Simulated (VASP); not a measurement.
# Mo5Rh (P-3m1) in VASP: single point with PBE

Aim: the single point of Mo5Rh with PBE.

Program: VASP 6.6.1. These are calculated values, not measurements. Logs are shortened: lines on timing, memory, paths and dates and some standing lists are left out, and cuts for length are marked.

## Step 1: The cell of the first run

The structure is trigonal, space group P-3m1 (No. 164). The conventional cell has a = 4.460 Å, b = 4.460 Å, c = 5.419 Å, α = 90.00°, β = 90.00°, γ = 120.00°. Mo (site symmetry -3m) has 2 Rh at 2.71 Å and 12 Mo at 2.75 to 3.10 Å within 3.6 Å. Mo (site symmetry 3m) has 11 Mo at 2.68 to 3.20 Å and 3 Rh at 3.12 Å within 3.5 Å. Mo (site symmetry 3m) has 11 Mo at 2.68 to 3.24 Å and 3 Rh at 2.76 Å within 3.5 Å. Within 3.6 Å of Rh (site symmetry -3m) lie 14 Mo at 2.71 to 3.12 Å.

## Step 2: Single point, PBE

Input file INCAR:

```
ALGO = Normal
EDIFF = 1E-6
ENCUT = 500
GGA = PE
GGA_COMPAT = False
ISIF = 2
ISMEAR = 0
LASPH = True
LCHARG = False
LREAL = False
LWAVE = False
NBANDS = 52
NELM = 120
PREC = Accurate
SIGMA = 0.2
```

Input file KPOINTS:

```
k-points
0
Gamma
  4 4 3
```

Input file POSCAR:

```
Mo5Rh
1.0
    4.4597939521      0.0000000000      0.0000000000
   -2.2298969761      3.8622948582      0.0000000000
    0.0000000000      0.0000000000      5.4188339508
Mo Rh
5 1
Direct
    0.0000000000      0.0000000000      0.5000000000
    0.3333333333      0.6666666667      0.3241588962
    0.3333333333      0.6666666667      0.8179438891
    0.6666666667      0.3333333333      0.6758411038
    0.6666666667      0.3333333333      0.1820561109
    0.0000000000      0.0000000000      0.0000000000
```

Potentials or basis: VASP PAW PBE potentials, release 64 (Mo_sv, Rh_pv).

Command:

```console
$ cat potpaw_PBE.64/Mo_sv/POTCAR potpaw_PBE.64/Rh_pv/POTCAR > POTCAR
$ mpirun -np 1 vasp_std > vasp.out
```

OUTCAR:

```text
EDIFF = 1E-6
   ENCUT = 500
   GGA = PE
   ISIF = 2
   ISMEAR = 0
   LASPH = True
   LREAL = False
   NELM = 120
   PREC = Accurate

 ion  position               nearest neighbor table
   1  0.000  0.000  0.500-   6 2.71   6 2.71   2 2.75   4 2.75   4 2.75   2 2.75   4 2.75   2 2.75
                             3 3.10   5 3.10   5 3.10   3 3.10   3 3.10   5 3.10
   2  0.333  0.667  0.324-   3 2.68   5 2.69   5 2.69   5 2.69   3 2.74   1 2.75   1 2.75   1 2.75
                             6 3.12   6 3.12   6 3.12   4 3.20   4 3.20   4 3.20
   3  0.333  0.667  0.818-   2 2.68   4 2.69   4 2.69   4 2.69   2 2.74   6 2.76   6 2.76   6 2.76
                             1 3.10   1 3.10   1 3.10   5 3.24   5 3.24   5 3.24
   4  0.667  0.333  0.676-   5 2.68   3 2.69   3 2.69   3 2.69   5 2.74   1 2.75   1 2.75   1 2.75
                             6 3.12   6 3.12   6 3.12   2 3.20   2 3.20   2 3.20
   5  0.667  0.333  0.182-   4 2.68   2 2.69   2 2.69   2 2.69   4 2.74   6 2.76   6 2.76   6 2.76
                             1 3.10   1 3.10   1 3.10   3 3.24   3 3.24   3 3.24
   6  0.000  0.000  0.000-   1 2.71   1 2.71   5 2.76   3 2.76   5 2.76   3 2.76   5 2.76   3 2.76
                             2 3.12   4 3.12   2 3.12   4 3.12   4 3.12   2 3.12

  LATTYP: Found a hexagonal cell.
 ALAT       =     4.4597939521
 C/A-ratio  =     1.2150413246

  Lattice vectors:

 A1 = (   4.4597939521,   0.0000000000,   0.0000000000)
 A2 = (  -2.2298969761,   3.8622948582,   0.0000000000)
 A3 = (   0.0000000000,   0.0000000000,   5.4188339508)

Analysis of symmetry for initial positions (statically):
=====================================================================
 Subroutine PRICEL returns:
 Original cell was already a primitive cell.

 Routine SETGRP: Setting up the symmetry group for a
 hexagonal supercell.

 Subroutine GETGRP returns: Found 12 space group operations
 (whereof 12 operations were pure point group operations)
 out of a pool of 24 trial point group operations.

The static configuration has the point symmetry D_3d.

Analysis of symmetry for dynamics (positions and initial velocities):
=====================================================================
 Subroutine PRICEL returns:
 Original cell was already a primitive cell.

 Routine SETGRP: Setting up the symmetry group for a
 hexagonal supercell.

 Subroutine GETGRP returns: Found 12 space group operations
 (whereof 12 operations were pure point group operations)
 out of a pool of 24 trial point group operations.

The dynamic configuration has the point symmetry D_3d.

 Subroutine INISYM returns: Found 12 space group operations
 (whereof 12 operations are pure point group operations),
 and found     1 'primitive' translations

----------------------------------------------------------------------------------------

                                     Primitive cell

  volume of cell :      93.3396

  direct lattice vectors                    reciprocal lattice vectors
     4.459793952  0.000000000  0.000000000     0.224225606  0.129456714  0.000000000
    -2.229896976  3.862294858  0.000000000     0.000000000  0.258913428  0.000000000
     0.000000000  0.000000000  5.418833951     0.000000000  0.000000000  0.184541547

  length of vectors
     4.459793952  4.459793952  5.418833951     0.258913428  0.258913428  0.184541547

  position of ions in fractional coordinates (direct lattice)
     0.000000000  0.000000000  0.500000000
     0.333333333  0.666666667  0.324158896
     0.333333333  0.666666667  0.817943889
     0.666666667  0.333333333  0.675841104
     0.666666667  0.333333333  0.182056111
     0.000000000  0.000000000  0.000000000

  ion indices of the primitive-cell ions
   primitive index   ion index
                 1           1
                 2           2
                 3           3
                 4           4
                 5           5
                 6           6

----------------------------------------------------------------------------------------

 KPOINTS: k-points

Automatic generation of k-mesh.
 Grid dimensions read from file:
 generate k-points for:    4    4    3

 Generating k-lattice:

  Cartesian coordinates                     Fractional coordinates (reciprocal lattice)
     0.056056401  0.032364178  0.000000000     0.250000000  0.000000000  0.000000000
     0.000000000  0.064728357  0.000000000     0.000000000  0.250000000  0.000000000
     0.000000000  0.000000000  0.061513849     0.000000000  0.000000000  0.333333333

  Length of vectors
     0.064728357  0.064728357  0.061513849

  Shift w.r.t. Gamma in fractional coordinates (k-lattice)
     0.000000000  0.000000000  0.000000000

 Subroutine IBZKPT returns following result:
 ===========================================

 Found      9 irreducible k-points:

 Following reciprocal coordinates:
            Coordinates               Weight
  0.000000  0.000000  0.000000      1.000000
  0.250000  0.000000  0.000000      6.000000
  0.500000  0.000000  0.000000      3.000000
  0.250000  0.250000  0.000000      6.000000
  0.000000  0.000000  0.333333      2.000000
  0.250000  0.000000  0.333333      6.000000
  0.000000  0.250000  0.333333      6.000000
  0.500000  0.000000  0.333333      6.000000
  0.250000  0.250000  0.333333     12.000000
   k-points           NKPTS =      9   k-points in BZ     NKDIM =      9   number of bands    NBANDS=     52
   number of dos      NEDOS =    301   number of ions     NIONS =      6
   total plane-waves  NPLWV =  51840
   dimension x,y,z NGX =    36 NGY =   36 NGZ =   40
   dimension x,y,z NGXF=    72 NGYF=   72 NGZF=   80
   ions per type =               5   1
   NGX,Y,Z   is equivalent  to a cutoff of  13.42, 13.42, 12.27 a.u.
   NGXF,Y,Z  is equivalent  to a cutoff of  26.84, 26.84, 24.54 a.u.
 SYSTEM =  unknown system
   PREC   = accura    normal or accurate (medium, high low for compatibility)
   ISTART =      0    job   : 0-new  1-cont  2-samecut
   ICHARG =      2    charge: 1-file 2-atom 10-const
   ISPIN  =      1    spin polarized calculation?
   LNONCOLLINEAR =      F non collinear calculations
   LSORBIT =      F    spin-orbit coupling
   LASPH  =      T    aspherical Exc in radial PAW
   ENCUT  =  500.0 eV  36.75 Ry    6.06 a.u.   8.13  8.13  9.88*2*pi/ulx,y,z
   NELM   =    120;   NELMIN=  2; NELMDL= -5     # of ELM steps
   EDIFF  = 0.1E-05   stopping-criterion for ELM
   LREAL  =      F    real-space projection
   EDIFFG = 0.1E-04   stopping-criterion for IOM
   NSW    =      0    number of steps for IOM
   IBRION =     -1    ionic relax: 0-MD 1-quasi-New 2-CG
   NFREE  =      0    steps in history (QN), initial steepest desc. (CG)
   ISIF   =      2    stress and relaxation
   ISYM   =      2    0-nonsym 1-usesym 2-fastsym
   POTIM  = 0.5000    time-step for ionic-motion
   TEBEG  =    0.0;   TEEND  =   0.0 temperature during run
   PSTRESS=    0.0 pullay stress
   NELECT =      85.0000    total number of electrons
   NUPDOWN=      -1.0000    fix difference up-down
   EMIN   =  10.00;   EMAX   =-10.00  energy-range for DOS
   EFERMI =   0.00;   METHOD = LEGACY
   ISMEAR =     0;   SIGMA  =   0.20  broadening in eV -4-tet -1-fermi 0-gaus
   EFERMI_NEDOS =   21; number of points for ismear=-14 and -15
   IALGO  =     38    algorithm
   IMIX   =      4    mixing-type and parameters
     AMIX     =   0.40;   BMIX     =  1.00
     AMIX_MAG =   1.60;   BMIX_MAG =  1.00
  volume/ion in A,a.u.               =      15.56       104.98
  Fermi-wavevector in a.u.,A,eV,Ry     =   1.586813  2.998642 34.259142  2.517976
  Thomas-Fermi vector in A             =   2.686067
   LORBIT       =      0    0 simple, 1 ext, 2 COOP (PROOUT), +10 PAW based schemes
   GGA     = PE    functional components
   LHFCALC =     F    Hartree Fock is set to
   AEXX    =    0.0000 exact exchange contribution
   IVDW    =     0    specifies the selected vdW correction
   LEPSILON=     F    determine dielectric tensor
   LRPA    =     F    only Hartree local field effects (RPA)
 non-spin polarized calculation
 Gauss-broadening in eV      SIGMA  =   0.20
  energy-cutoff  :      500.00
  volume of cell :       93.34
 maximum number of plane-waves:      2378
 NGX is ok and might be reduce to    36
   NGX = 17   NGY = 17   NGZ = 19

 number of electron      85.0000010 magnetization

 Free energy of the ion-electron system (eV)
  ---------------------------------------------------
  ext. energy  EPLUGINS =         0.00000000
  ---------------------------------------------------
  free energy    TOTEN  =       -61.47769716 eV

  energy without entropy =      -61.30716205  energy(sigma->0) =      -61.39242961

 E-fermi :  12.2167     XC(G=0): -13.3925

 val. band max:       12.1780354387   @ k =   0.2500   0.2500   0.3333
 cond. band min:      12.2200257462   @ k =   0.0000   0.0000   0.3333
 fundamental gap:      0.0419903075
 Fermi energy:        12.2166990834

 k-point     1 :       0.0000    0.0000    0.0000
  band No.  band energies     occupation
      1     -49.0224      2.00000
      2     -48.8536      2.00000
      3     -48.8023      2.00000
      4     -48.6608      2.00000
      5     -48.5656      2.00000
      6     -34.5450      2.00000
[... 44 lines left out ...]
     51      14.3200      0.00000
     52      15.5253      0.00000

 k-point     2 :       0.2500    0.0000    0.0000
  band No.  band energies     occupation
      1     -48.9875      2.00000
      2     -48.8572      2.00000
      3     -48.7951      2.00000
      4     -48.6738      2.00000
      5     -48.5930      2.00000
      6     -34.5457      2.00000
[... 44 lines left out ...]
     51      14.5445      0.00000
     52      14.5696      0.00000
[... 328 lines left out ...]
     51      14.3161      0.00000
     52      14.4366      0.00000

 k-point     9 :       0.2500    0.2500    0.3333
  band No.  band energies     occupation
      1     -48.9438      2.00000
      2     -48.8287      2.00000
      3     -48.8004      2.00000
      4     -48.6816      2.00000
      5     -48.6558      2.00000
      6     -34.5426      2.00000
[... 44 lines left out ...]
     51      14.5681      0.00000
     52      14.8202      0.00000

------------------------ aborting loop because EDIFF is reached ----------------------------------------

  FORCE on cell =-STRESS in cart. coord.  units (eV):
  Direction    XX          YY          ZZ          XY          YZ          ZX
  --------------------------------------------------------------------------------------
  -------------------------------------------------------------------------------------
  Total        0.3650271      0.3650271      0.2680497     -0.0000000      0.0000000      0.0000000
  in kB        6.2657007      6.2657007      4.6010811     -0.0000000      0.0000000      0.0000000
  external PRESSURE =       5.7108275 kB  Pullay stress =       0.0000000 kB

 VOLUME and BASIS-vectors are now :
 -----------------------------------------------------------------------------
  energy-cutoff  :      500.00
  volume of cell :       93.34
      direct lattice vectors                 reciprocal lattice vectors
     4.459793952  0.000000000  0.000000000     0.224225606  0.129456714  0.000000000
    -2.229896976  3.862294858  0.000000000     0.000000000  0.258913428  0.000000000
     0.000000000  0.000000000  5.418833951     0.000000000  0.000000000  0.184541547

 POSITION                                       TOTAL-FORCE (eV/Angst)
 -----------------------------------------------------------------------------------
      0.00000      0.00000      2.70942         0.000000      0.000000     -0.000000
     -0.00000      2.57486      1.75656         0.000000      0.000000      0.004354
     -0.00000      2.57486      4.43230        -0.000000     -0.000000     -0.014308
      2.22990      1.28743      3.66227        -0.000000     -0.000000     -0.004354
      2.22990      1.28743      0.98653         0.000000      0.000000      0.014308
      0.00000      0.00000      0.00000         0.000000      0.000000     -0.000000
 -----------------------------------------------------------------------------------
    total drift:                                0.000000      0.000000      0.000000

  FREE ENERGIE OF THE ION-ELECTRON SYSTEM (eV)
  ---------------------------------------------------
  free  energy   TOTEN  =       -61.4776971635 eV

  energy  without entropy=      -61.3071620491  energy(sigma->0) =      -61.39242961
```

It took 78 s on 1 thread of Intel Xeon 8259CL, shared host; peak memory 0.22 GiB.

What came out:

| Property | Result |
| --- | --- |
| Free energy | -61.4777 eV |
| Pressure | 0.6 GPa |
| Largest force | 0.014 eV/Å |
| Band gap on the k mesh | zero (an odd number of electrons rules out a gap without spin polarisation) |

Forces in eV/Å, atoms in the order of the input:
```
Mo   0.000  0.000  0.000
Mo   0.000  0.000  0.004
Mo   0.000  0.000 -0.014
Mo   0.000  0.000 -0.004
Mo   0.000  0.000  0.014
Rh   0.000  0.000  0.000
```

Stress tensor (GPa, compression positive):
```
0.63 0.00 0.00
0.00 0.63 0.00
0.00 0.00 0.46
```

Caveat: the k points lie up to 0.41 Å⁻¹ apart, too coarse for converged energies and pressures of a metal.
